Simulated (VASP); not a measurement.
# BAs (F-43m) in VASP: single point with LDA

Aim: the single point of BAs with LDA.

Everything below comes from runs of VASP 6.6.1. Logs are shortened: lines on timing, memory, paths and dates and some standing lists are left out, and cuts for length are marked.

## (1) The cell of the first run

The structure is cubic, space group F-43m (No. 216). Conventional cell: a = 4.732 Å, b = 4.732 Å, c = 4.732 Å, α = 90.00°, β = 90.00°, γ = 90.00°. Within 2.7 Å of B (site symmetry -43m) lie 4 As at 2.05 Å. As (site symmetry -43m) has 4 B at 2.05 Å within 2.7 Å.

## (2) Single point, LDA

File INCAR:

```
SYSTEM = BAs
PREC     = Accurate       ! precision mode
ENCUT    = 560            ! plane-wave cutoff, eV
EDIFF    = 1E-6           ! SCF threshold, eV
ISMEAR   = 0              ! smearing method
SIGMA    = 0.02           ! smearing width, eV
LREAL    = .FALSE.        ! projectors in reciprocal space
LASPH    = .TRUE.         ! aspherical terms in the spheres
NELM     = 120            ! most SCF steps
ALGO     = Normal         ! electronic algorithm
ISIF     = 2              ! what is computed and relaxed
LWAVE    = .FALSE.        ! write WAVECAR
LCHARG   = .TRUE.         ! write CHGCAR
GGA      = CA             ! functional
LELF     = .TRUE.         ! ELF
LVHAR    = .TRUE.       
NBANDS   = 16             ! bands
GGA_COMPAT= .FALSE.
```

File KPOINTS:

```
regular mesh
0
G
  10 10 10
  0 0 0
```

File POSCAR:

```
BAs
1.0
    0.0000000000      2.3659693696      2.3659693696
    2.3659693696      0.0000000000      2.3659693696
    2.3659693696      2.3659693696      0.0000000000
B As
1 1
Direct
    0.0000000000      0.0000000000      0.0000000000
    0.2500000000      0.2500000000      0.2500000000
```

Potentials or basis: VASP PAW LDA potentials, release 64 (B, As_d).

Launch:

```sh
$ cat potpaw_LDA.64/B/POTCAR potpaw_LDA.64/As_d/POTCAR > POTCAR
$ mpirun -np 1 vasp_std > vasp.out
```

OUTCAR:

```text
SYSTEM = BAs
   PREC = Accurate
   ENCUT = 560
   EDIFF = 1E-6
   ISMEAR = 0
   LREAL = .FALSE.
   LASPH = .TRUE.
   NELM = 120
   ISIF = 2
   GGA = CA

 ion  position               nearest neighbor table
   1  0.000  0.000  0.000-   2 2.05   2 2.05   2 2.05   2 2.05
   2  0.250  0.250  0.250-   1 2.05   1 2.05   1 2.05   1 2.05

  LATTYP: Found a face centered cubic cell.
 ALAT       =     4.7319387392

  Lattice vectors:

 A1 = (   0.0000000000,   2.3659693696,   2.3659693696)
 A2 = (   2.3659693696,   0.0000000000,   2.3659693696)
 A3 = (   2.3659693696,   2.3659693696,   0.0000000000)

Analysis of symmetry for initial positions (statically):
=====================================================================
 Subroutine PRICEL returns:
 Original cell was already a primitive cell.

 Routine SETGRP: Setting up the symmetry group for a
 face centered cubic supercell.

 Subroutine GETGRP returns: Found 24 space group operations
 (whereof 24 operations were pure point group operations)
 out of a pool of 48 trial point group operations.

The static configuration has the point symmetry T_d .

Analysis of symmetry for dynamics (positions and initial velocities):
=====================================================================
 Subroutine PRICEL returns:
 Original cell was already a primitive cell.

 Routine SETGRP: Setting up the symmetry group for a
 face centered cubic supercell.

 Subroutine GETGRP returns: Found 24 space group operations
 (whereof 24 operations were pure point group operations)
 out of a pool of 48 trial point group operations.

The dynamic configuration has the point symmetry T_d .

 Subroutine INISYM returns: Found 24 space group operations
 (whereof 24 operations are pure point group operations),
 and found     1 'primitive' translations

----------------------------------------------------------------------------------------

                                     Primitive cell

  volume of cell :      26.4885

  direct lattice vectors                    reciprocal lattice vectors
     0.000000000  2.365969370  2.365969370    -0.211329870  0.211329870  0.211329870
     2.365969370  0.000000000  2.365969370     0.211329870 -0.211329870  0.211329870
     2.365969370  2.365969370  0.000000000     0.211329870  0.211329870 -0.211329870

  length of vectors
     3.345985971  3.345985971  3.345985971     0.366034073  0.366034073  0.366034073

  position of ions in fractional coordinates (direct lattice)
     0.000000000  0.000000000  0.000000000
     0.250000000  0.250000000  0.250000000

  ion indices of the primitive-cell ions
   primitive index   ion index
                 1           1
                 2           2

----------------------------------------------------------------------------------------

 KPOINTS: regular mesh

Automatic generation of k-mesh.
 Grid dimensions read from file:
 generate k-points for:   10   10   10

 Generating k-lattice:

  Cartesian coordinates                     Fractional coordinates (reciprocal lattice)
    -0.021132987  0.021132987  0.021132987     0.100000000  0.000000000  0.000000000
     0.021132987 -0.021132987  0.021132987     0.000000000  0.100000000  0.000000000
     0.021132987  0.021132987 -0.021132987     0.000000000  0.000000000  0.100000000

  Length of vectors
     0.036603407  0.036603407  0.036603407

  Shift w.r.t. Gamma in fractional coordinates (k-lattice)
     0.000000000  0.000000000  0.000000000

 Subroutine IBZKPT returns following result:
 ===========================================

 Found     47 irreducible k-points:

 Following reciprocal coordinates:
            Coordinates               Weight
  0.000000  0.000000  0.000000      1.000000
  0.100000  0.000000  0.000000      8.000000
  0.200000  0.000000  0.000000      8.000000
  0.300000  0.000000  0.000000      8.000000
  0.400000  0.000000  0.000000      8.000000
  0.500000  0.000000  0.000000      4.000000
[... 16 lines left out ...]
  0.300000  0.300000  0.000000      6.000000
  0.400000  0.300000  0.000000     24.000000
 [... further k-points ...]
   k-points           NKPTS =     47   k-points in BZ     NKDIM =     47   number of bands    NBANDS=     16
   number of dos      NEDOS =    301   number of ions     NIONS =      2
   total plane-waves  NPLWV =  21952
   dimension x,y,z NGX =    28 NGY =   28 NGZ =   28
   dimension x,y,z NGXF=    56 NGYF=   56 NGZF=   56
   ions per type =               1   1
   NGX,Y,Z   is equivalent  to a cutoff of  13.91, 13.91, 13.91 a.u.
   NGXF,Y,Z  is equivalent  to a cutoff of  27.82, 27.82, 27.82 a.u.
 SYSTEM =  BAs
   PREC   = accura    normal or accurate (medium, high low for compatibility)
   ISTART =      0    job   : 0-new  1-cont  2-samecut
   ICHARG =      2    charge: 1-file 2-atom 10-const
   ISPIN  =      1    spin polarized calculation?
   LNONCOLLINEAR =      F non collinear calculations
   LSORBIT =      F    spin-orbit coupling
   LASPH  =      T    aspherical Exc in radial PAW
   ENCUT  =  560.0 eV  41.16 Ry    6.42 a.u.   6.46  6.46  6.46*2*pi/ulx,y,z
   NELM   =    120;   NELMIN=  2; NELMDL= -5     # of ELM steps
   EDIFF  = 0.1E-05   stopping-criterion for ELM
   LREAL  =      F    real-space projection
   EDIFFG = 0.1E-04   stopping-criterion for IOM
   NSW    =      0    number of steps for IOM
   IBRION =     -1    ionic relax: 0-MD 1-quasi-New 2-CG
   NFREE  =      0    steps in history (QN), initial steepest desc. (CG)
   ISIF   =      2    stress and relaxation
   ISYM   =      2    0-nonsym 1-usesym 2-fastsym
   POTIM  = 0.5000    time-step for ionic-motion
   TEBEG  =    0.0;   TEEND  =   0.0 temperature during run
   PSTRESS=    0.0 pullay stress
   NELECT =      18.0000    total number of electrons
   NUPDOWN=      -1.0000    fix difference up-down
   EMIN   =  10.00;   EMAX   =-10.00  energy-range for DOS
   EFERMI =   0.00;   METHOD = LEGACY
   ISMEAR =     0;   SIGMA  =   0.02  broadening in eV -4-tet -1-fermi 0-gaus
   EFERMI_NEDOS =   21; number of points for ismear=-14 and -15
   IALGO  =     38    algorithm
   IMIX   =      4    mixing-type and parameters
     AMIX     =   0.40;   BMIX     =  1.00
     AMIX_MAG =   1.60;   BMIX_MAG =  1.00
  volume/ion in A,a.u.               =      13.24        89.38
  Fermi-wavevector in a.u.,A,eV,Ry     =   1.439284  2.719853 28.184998  2.071539
  Thomas-Fermi vector in A             =   2.558157
   LORBIT       =      0    0 simple, 1 ext, 2 COOP (PROOUT), +10 PAW based schemes
   GGA     = CA    functional components
   LHFCALC =     F    Hartree Fock is set to
   AEXX    =    0.0000 exact exchange contribution
   IVDW    =     0    specifies the selected vdW correction
   LEPSILON=     F    determine dielectric tensor
   LRPA    =     F    only Hartree local field effects (RPA)
 non-spin polarized calculation
 Gauss-broadening in eV      SIGMA  =   0.02
  energy-cutoff  :      560.00
  volume of cell :       26.49
 maximum number of plane-waves:       821
 NGX is ok and might be reduce to    28
   NGX = 13   NGY = 13   NGZ = 13

 number of electron      18.0000004 magnetization

 Free energy of the ion-electron system (eV)
  ---------------------------------------------------
  ext. energy  EPLUGINS =         0.00000000
  ---------------------------------------------------
  free energy    TOTEN  =       -12.94237198 eV

  energy without entropy =      -12.94237198  energy(sigma->0) =      -12.94237198

 E-fermi :   5.2212     XC(G=0): -11.5742

 val. band max:        5.0930467361   @ k =   0.0000   0.0000   0.0000
 cond. band min:       6.1945410310   @ k =   0.4000   0.4000   0.0000
 fundamental gap:      1.1014942949
 Fermi energy:         5.2212116799

 k-point     1 :       0.0000    0.0000    0.0000
  band No.  band energies     occupation
      1     -30.8255      2.00000
      2     -30.8255      2.00000
      3     -30.8255      2.00000
      4     -30.7985      2.00000
      5     -30.7985      2.00000
      6     -10.5444      2.00000
[... 8 lines left out ...]
     15      18.4768      0.00000
     16      18.4768      0.00000

 k-point     2 :       0.1000    0.0000    0.0000
  band No.  band energies     occupation
      1     -30.8252      2.00000
      2     -30.8247      2.00000
      3     -30.8247      2.00000
      4     -30.7984      2.00000
      5     -30.7984      2.00000
      6     -10.3764      2.00000
[... 8 lines left out ...]
     15      17.2200      0.00000
     16      17.2200      0.00000

 k-point     3 :       0.2000    0.0000    0.0000
  band No.  band energies     occupation
      1     -30.8242      2.00000
      2     -30.8226      2.00000
      3     -30.8226      2.00000
      4     -30.7981      2.00000
      5     -30.7981      2.00000
      6      -9.8807      2.00000
[... 8 lines left out ...]
     15      16.4466      0.00000
     16      16.4466      0.00000

 k-point     4 :       0.3000    0.0000    0.0000
  band No.  band energies     occupation
      1     -30.8231      2.00000
      2     -30.8205      2.00000
      3     -30.8205      2.00000
      4     -30.7973      2.00000
      5     -30.7973      2.00000
      6      -9.0926      2.00000
[... 8 lines left out ...]
     15      16.9085      0.00000
     16      16.9085      0.00000
[... 324 lines left out ...]
 k-point    22 :      -0.2000    0.2000    0.0000
  band No.  band energies     occupation
      1     -30.8226      2.00000
      2     -30.8192      2.00000
      3     -30.8191      2.00000
      4     -30.7990      2.00000
      5     -30.7964      2.00000
      6      -8.8237      2.00000
[... 8 lines left out ...]
     15      17.7724      0.00000
     16      19.4399      0.00000

 k-point    23 :       0.3000    0.3000    0.0000
  band No.  band energies     occupation
      1     -30.8293      2.00000
      2     -30.8139      2.00000
      3     -30.8139      2.00000
      4     -30.8028      2.00000
      5     -30.7941      2.00000
      6      -8.5849      2.00000
[... 8 lines left out ...]
     15      20.2672      0.00000
     16      20.7363      0.00000

 k-point    24 :       0.4000    0.3000    0.0000
  band No.  band energies     occupation
      1     -30.8290      2.00000
      2     -30.8120      2.00000
      3     -30.8118      2.00000
      4     -30.8032      2.00000
      5     -30.7933      2.00000
      6      -7.8398      2.00000
[... 8 lines left out ...]
     15      21.1062      0.00000
     16      21.4925      0.00000

 [... further k-points ...]

------------------------ aborting loop because EDIFF is reached ----------------------------------------

  FORCE on cell =-STRESS in cart. coord.  units (eV):
  Direction    XX          YY          ZZ          XY          YZ          ZX
  --------------------------------------------------------------------------------------
  -------------------------------------------------------------------------------------
  Total        0.1771208      0.1771208      0.1771208     -0.0000000     -0.0000000     -0.0000000
  in kB       10.7132875     10.7132875     10.7132875     -0.0000000     -0.0000000     -0.0000000
  external PRESSURE =      10.7132875 kB  Pullay stress =       0.0000000 kB

 VOLUME and BASIS-vectors are now :
 -----------------------------------------------------------------------------
  energy-cutoff  :      560.00
  volume of cell :       26.49
      direct lattice vectors                 reciprocal lattice vectors
     0.000000000  2.365969370  2.365969370    -0.211329870  0.211329870  0.211329870
     2.365969370  0.000000000  2.365969370     0.211329870 -0.211329870  0.211329870
     2.365969370  2.365969370  0.000000000     0.211329870  0.211329870 -0.211329870

 POSITION                                       TOTAL-FORCE (eV/Angst)
 -----------------------------------------------------------------------------------
      0.00000      0.00000      0.00000         0.000000     -0.000000     -0.000000
      1.18298      1.18298      1.18298        -0.000000      0.000000      0.000000
 -----------------------------------------------------------------------------------
    total drift:                                0.000001      0.000001      0.000001

  FREE ENERGIE OF THE ION-ELECTRON SYSTEM (eV)
  ---------------------------------------------------
  free  energy   TOTEN  =       -12.9423719755 eV

  energy  without entropy=      -12.9423719755  energy(sigma->0) =      -12.94237198
```

Run time: 26 s. Hardware: 1 thread of Intel Xeon Platinum 8375C at 2.90GHz (Ice Lake), shared host; peak memory 0.15 GiB.

What came out:

```
Free energy            : -12.9424 eV
Pressure               : 1.1 GPa
Band gap on the k mesh : 1.10 eV (least direct gap 3.29 eV)
```

A k mesh can miss the band edges.
